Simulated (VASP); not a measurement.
# MoS2 (P-3m1) in VASP: vibrations by perturbation theory with LDA

Aim: the vibrations by perturbation theory of MoS2 with LDA.

All numbers are computed with VASP 6.6.1; they aren't measurements. Logs are shortened: lines on timing, memory, paths and dates and some standing lists are left out, and cuts for length are marked.

**1. The cell of the first run**

The structure is trigonal, space group P-3m1 (No. 164). Conventional cell: a = 3.227 Å, b = 3.227 Å, c = 6.312 Å, α = 90.00°, β = 90.00°, γ = 120.00°. Within 3.3 Å of Mo (site symmetry -3m) lie 6 S at 2.42 Å and 6 Mo at 3.23 Å. Within 3.3 Å of S (site symmetry 3m) lie 3 Mo at 2.42 Å and 6 S at 3.23 Å.

**2. Vibrations by perturbation theory, LDA**

File INCAR:

```
ALGO = Normal
EDIFF = 1E-8
ENCUT = 520
IBRION = 8
ISIF = 2
ISMEAR = -1
LASPH = True
LCHARG = False
LREAL = False
LWAVE = False
NELM = 100
NSW = 1
PREC = Accurate
SIGMA = 0.15
```

File KPOINTS:

```
k-points
0
Gamma
  14 14 6
```

File POSCAR:

```
MoS2
1.0
    3.2274645600      0.0000000000      0.0000000000
   -1.6137322800      2.7950663000      0.0000000000
    0.0000000000      0.0000000000      6.3124734200
Mo S
1 2
Direct
    0.0000000000      0.0000000000      0.5000000000
    0.3333333300      0.6666666700      0.2553193200
    0.6666666700      0.3333333300      0.7446806800
```

Potentials or basis: VASP PAW LDA potentials, release 64 (Mo_sv, S).

On the command line:

```
> cat potpaw_LDA.64/Mo_sv/POTCAR potpaw_LDA.64/S/POTCAR > POTCAR
> mpirun -np 1 vasp_std > vasp.out
```

OUTCAR:

```text
EDIFF = 1E-8
   ENCUT = 520
   IBRION = 8
   ISIF = 2
   ISMEAR = -1
   LASPH = True
   LREAL = False
   NELM = 100
   NSW = 1
   PREC = Accurate

 ion  position               nearest neighbor table
   1  0.000  0.000  0.500-   2 2.42   3 2.42   3 2.42   2 2.42   3 2.42   2 2.42
   2  0.333  0.667  0.255-   1 2.42   1 2.42   1 2.42
   3  0.667  0.333  0.745-   1 2.42   1 2.42   1 2.42

  LATTYP: Found a hexagonal cell.
 ALAT       =     3.2274645600
 C/A-ratio  =     1.9558614208

  Lattice vectors:

 A1 = (   3.2274645600,   0.0000000000,   0.0000000000)
 A2 = (  -1.6137322800,   2.7950663000,   0.0000000000)
 A3 = (   0.0000000000,   0.0000000000,   6.3124734200)

Analysis of symmetry for initial positions (statically):
=====================================================================
 Subroutine PRICEL returns:
 Original cell was already a primitive cell.

 Routine SETGRP: Setting up the symmetry group for a
 hexagonal supercell.

 Subroutine GETGRP returns: Found 12 space group operations
 (whereof 12 operations were pure point group operations)
 out of a pool of 24 trial point group operations.

The static configuration has the point symmetry D_3d.

Analysis of symmetry for dynamics (positions and initial velocities):
=====================================================================
 Subroutine PRICEL returns:
 Original cell was already a primitive cell.

 Routine SETGRP: Setting up the symmetry group for a
 hexagonal supercell.

 Subroutine GETGRP returns: Found 12 space group operations
 (whereof 12 operations were pure point group operations)
 out of a pool of 24 trial point group operations.

The dynamic configuration has the point symmetry D_3d.

 Subroutine INISYM returns: Found 12 space group operations
 (whereof 12 operations are pure point group operations),
 and found     1 'primitive' translations

----------------------------------------------------------------------------------------

                                     Primitive cell

  volume of cell :      56.9447

  direct lattice vectors                    reciprocal lattice vectors
     3.227464560  0.000000000  0.000000000     0.309840738  0.178886633  0.000000000
    -1.613732280  2.795066300  0.000000000     0.000000000  0.357773266  0.000000000
     0.000000000  0.000000000  6.312473420     0.000000000  0.000000000  0.158416509

  length of vectors
     3.227464560  3.227464561  6.312473420     0.357773267  0.357773266  0.158416509

  position of ions in fractional coordinates (direct lattice)
     0.000000000  0.000000000  0.500000000
     0.333333330  0.666666670  0.255319320
     0.666666670  0.333333330  0.744680680

  ion indices of the primitive-cell ions
   primitive index   ion index
                 1           1
                 2           2
                 3           3

----------------------------------------------------------------------------------------

 KPOINTS: k-points

Automatic generation of k-mesh.
 Grid dimensions read from file:
 generate k-points for:   14   14    6

 Generating k-lattice:

  Cartesian coordinates                     Fractional coordinates (reciprocal lattice)
     0.022131481  0.012777617  0.000000000     0.071428571 -0.000000000  0.000000000
     0.000000000  0.025555233  0.000000000     0.000000000  0.071428571  0.000000000
[... 87 lines left out ...]
   LEPSILON=     F    determine dielectric tensor
   LRPA    =     F    only Hartree local field effects (RPA)
 non-spin polarized calculation
  energy-cutoff  :      520.00
  volume of cell :       56.94
 maximum number of plane-waves:      1556
   NGX = 13   NGY = 13   NGZ = 23

--------------------------------------- Ionic step        1  -------------------------------------------

 number of electron      26.0000000 magnetization

 Free energy of the ion-electron system (eV)
  ---------------------------------------------------
  ext. energy  EPLUGINS =         0.00000000
  ---------------------------------------------------
  free energy    TOTEN  =       -23.59284004 eV

  energy without entropy =      -23.48607810  energy(sigma->0) =      -23.53945907

 E-fermi :   6.7138     XC(G=0): -10.7683

 val. band max:        6.7090618521   @ k =  -0.2143   0.5000   0.1667
 cond. band min:       6.7338184995   @ k =   0.0000   0.0714   0.1667
 fundamental gap:      0.0247566474
 Fermi energy:         6.7137843206

 k-point     1 :       0.0000    0.0000    0.0000
  band No.  band energies     occupation
      1     -54.6674      2.00000
      2     -28.9028      2.00000
      3     -28.8562      2.00000
      4     -28.8562      2.00000
      5      -7.9971      2.00000
      6      -6.5287      2.00000
[... 457 lines left out ...]
      4     -28.8288      2.00000
      5      -5.9559      2.00000
      6      -5.8378      2.00000
[... 9 lines left out ...]
     16       9.3345      0.00000
     17       9.8876      0.00000

 [... further k-points ...]
[... 5 lines left out ...]
  --------------------------------------------------------------------------------------
  -------------------------------------------------------------------------------------
  Total       -2.3536287     -2.3536287     -1.2430139      0.0000000      0.0000000      0.0000000
  in kB      -66.2209459    -66.2209459    -34.9730427      0.0000000      0.0000000      0.0000000
  external PRESSURE =     -55.8049782 kB  Pullay stress =       0.0000000 kB

 VOLUME and BASIS-vectors are now :
 -----------------------------------------------------------------------------
  energy-cutoff  :      520.00
  volume of cell :       56.94
      direct lattice vectors                 reciprocal lattice vectors
     3.227464560  0.000000000  0.000000000     0.309840738  0.178886633  0.000000000
    -1.613732280  2.795066300  0.000000000     0.000000000  0.357773266  0.000000000
     0.000000000  0.000000000  6.312473420     0.000000000  0.000000000  0.158416509

 POSITION                                       TOTAL-FORCE (eV/Angst)
 -----------------------------------------------------------------------------------
      0.00000      0.00000      3.15624         0.000000      0.000000      0.000000
     -0.00000      1.86338      1.61170         0.000000     -0.000000      0.129943
      1.61373      0.93169      4.70078        -0.000000      0.000000     -0.129943
 -----------------------------------------------------------------------------------
    total drift:                                0.000000      0.000000      0.000000

  FREE ENERGIE OF THE ION-ELECTRON SYSTEM (eV)
  ---------------------------------------------------
  free  energy   TOTEN  =       -23.5928400368 eV

  energy  without entropy=      -23.4860781019  energy(sigma->0) =      -23.53945907

[... ionic steps 2 to 3 ...]

--------------------------------------- Ionic step        4  -------------------------------------------

------------------------ aborting loop because EDIFF is reached ----------------------------------------
[... 11 lines left out ...]
[... ionic steps 8 to 8 ...]

--------------------------------------- Ionic step        9  -------------------------------------------

 Free energy of the ion-electron system (eV)
  ---------------------------------------------------
  ---------------------------------------------------
  free energy    TOTEN  =        -0.13140155 eV

  energy without entropy =       -0.13141383

------------------------ aborting loop because EDIFF is reached ----------------------------------------

 INTERNAL STRAIN TENSOR  FOR ION    2  DIRECTION 3   (eV/Angst):
 -----------------------------------------------------------------------------
    12.03935 -0.00000  0.00000
     0.00000 12.03935  0.00000
     0.00000  0.00000 22.72207

 INTERNAL STRAIN TENSOR FOR ION    3 for displacements in x,y,z  (eV/Angst):
          X           Y           Z          XY          YZ          ZX
  --------------------------------------------------------------------------------
  x     0.00000     0.00000     0.00000    -4.60513     0.00000   -10.92174
  y    -4.60513     4.60513     0.00000     0.00000   -12.44175     0.00000
  z   -12.03935   -12.03935   -22.72207     0.00000     0.00000     0.00000

 SECOND DERIVATIVES (NOT SYMMETRIZED)
 ------------------------------------
               1X          1Y          1Z          2X          2Y          2Z          3X          3Y          3Z
  1X    -5.841837    0.000000    0.000000    2.920919    0.000000    0.000000    2.920919    0.000000    0.000000
  1Y     0.000000   -5.841837    0.000000    0.000000    2.920919    0.000000    0.000000    2.920919    0.000000
  1Z     0.000000    0.000000  -21.200356   -0.000000    0.000000   10.600178   -0.000000    0.000000   10.600178
  2X     2.932927    0.000000    0.000000   -5.374498    0.000000    0.000000    2.441571    0.000000    0.000000
  2Y     0.000000    2.932927    0.000000    0.000000   -5.374498    0.000000    0.000000    2.441571    0.000000
  2Z     0.000000    0.000000   10.599853    0.000000    0.000000  -12.682531    0.000000    0.000000    2.082677
  3X     2.932927    0.000000    0.000000    2.441571    0.000000    0.000000   -5.374498    0.000000    0.000000
  3Y     0.000000    2.932927    0.000000    0.000000    2.441571    0.000000    0.000000   -5.374498    0.000000
  3Z     0.000000    0.000000   10.599853    0.000000    0.000000    2.082677    0.000000    0.000000  -12.682531

 Eigenvectors and eigenvalues of the dynamical matrix
 ----------------------------------------------------

   1 f  =   11.610175 THz    72.948879 2PiTHz  387.273740 cm-1    48.015803 meV
             X         Y         Z           dx          dy          dz
      0.000000  0.000000  3.156237    -0.000000    0.000000   -0.632971
     -0.000000  1.863378  1.611696    -0.000000   -0.000000    0.547425
      1.613732  0.931689  4.700777     0.000000   -0.000000    0.547425
[... 43 lines left out ...]
   9 f/i=    0.006132 THz     0.038526 2PiTHz    0.204531 cm-1     0.025359 meV
             X         Y         Z           dx          dy          dz
      0.000000  0.000000  3.156237    -0.204111   -0.747448   -0.000000
     -0.000000  1.863378  1.611696    -0.117760   -0.431234   -0.000000
      1.613732  0.931689  4.700777    -0.117760   -0.431234   -0.000000

--------------------------------------------------------------------------------------------------------

 ELASTIC MODULI CONTR FROM IONIC RELAXATION (kBar)
 Direction    XX          YY          ZZ          XY          YZ          ZX
 --------------------------------------------------------------------------------
 XX        -705.0807   -399.7208  -1042.5551      0.0000   -412.4982      0.0000
 YY        -399.7208   -705.0807  -1042.5551      0.0000    412.4982      0.0000
 ZZ       -1042.5551  -1042.5551  -1967.6314      0.0000      0.0000      0.0000
 XY           0.0000      0.0000      0.0000   -152.6799      0.0000   -362.1031
 YZ        -412.4982    412.4982      0.0000      0.0000  -1114.4538      0.0000
 ZX           0.0000      0.0000      0.0000   -362.1031      0.0000   -858.7813
 --------------------------------------------------------------------------------
```

Wall time 16 min (1 thread of Intel Xeon Platinum 8259CL at 2.50GHz (Skylake/Cascade Lake), shared host); peak memory 1.3 GiB.

Results:

```yaml
Highest_phonon_frequency_at_Γ_LO-TO_splitting_left_out: 387 cm⁻¹
```

Phonon frequencies in cm⁻¹ (negative: imaginary):
```
              q point                    frequencies
(0.000, 0.000, 0.000)  0 0 0 204 204 257 257 354 387
```

Caveat: the cell stands under pressure or tension, which shifts response properties.
